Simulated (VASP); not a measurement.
# MgI2: single point with LDA

Crystal: MgI2.

```
CELL_PARAMETERS angstrom
4.15370 0.00000 0.00000
-2.07685 3.59721 0.00000
0.00000 0.00000 6.86200
ATOMIC_POSITIONS crystal
Mg 0.00000 0.00000 0.00000
I 0.31301 0.65651 0.77241
I 0.64634 0.32317 0.25715
```

This cell differs from its parent crystal: all I atoms moved +0.125 Å, as atom 2 towards its neighbour atom 3 (I) at 4.101 Å.

* Program: VASP 6.6.1
* Task: single point
* Functional: LDA
* Potentials or basis: VASP PAW LDA potentials, release 64 (Mg, I)
* Cutoff: 520 eV
* k mesh: 6 × 6 × 4
* Occupations: gaussian, width 0.05 eV
* Spin: no spin polarisation
* Dipole correction: no
* Further INCAR settings: ALGO = Normal; EDIFF = 1e-06; NBANDS = 15

* Pressure: -1.4 GPa
* Largest force: 0.567 eV/Å
* Band gap on the k mesh: 3.26 eV, indirect (least direct gap 3.33 eV)

Forces on the atoms (eV/Å):
```
Mg  -0.143 -0.083  0.543
I    0.092  0.053 -0.160
I    0.051  0.029 -0.382
```

Stress tensor (GPa, compression positive):
```
-1.49 -0.10 -0.09
-0.10 -1.37 -0.05
-0.09 -0.05 -1.25
```

Levels at points of the mesh, in eV from the valence-band top:
```tsv
k point	band 4	band 5	band 6	band 7	band 8	band 9	band 10	band 11	band 12	band 13
(0.00, 0.00, 0.00)	-0.74	-0.66	-0.08	-0.04	0.00	3.33	4.52	6.43	6.47	7.30
(0.50, 0.00, 0.00)	-2.90	-1.99	-1.60	-1.00	-0.46	3.37	4.93	5.44	6.75	7.83
(0.00, 0.50, 0.00)	-2.87	-1.99	-1.57	-1.00	-0.48	3.38	4.98	5.38	6.76	7.84
(0.00, 0.00, 0.50)	-1.57	-0.70	-0.61	-0.11	-0.04	4.24	4.72	6.25	6.29	7.66
(0.50, 0.00, 0.50)	-3.29	-1.47	-1.23	-0.87	-0.66	3.28	4.86	5.49	5.92	7.55
(0.00, 0.50, 0.50)	-3.26	-1.43	-1.23	-0.87	-0.69	3.28	4.88	5.51	5.89	7.56
```

Run time: 38 s on 1 thread of Intel(R) Xeon(R) Platinum 8488C (Sapphire Rapids), with other jobs on the host, peak memory 0.23 GiB.

Caveat: the cell differs from its parent crystal (all I atoms moved +0.125 Å, as atom 2 towards its neighbour atom 3 (I) at 4.101 Å); spin-orbit coupling is left out, which moves the levels of the heavy elements. A k mesh can miss the band edges.
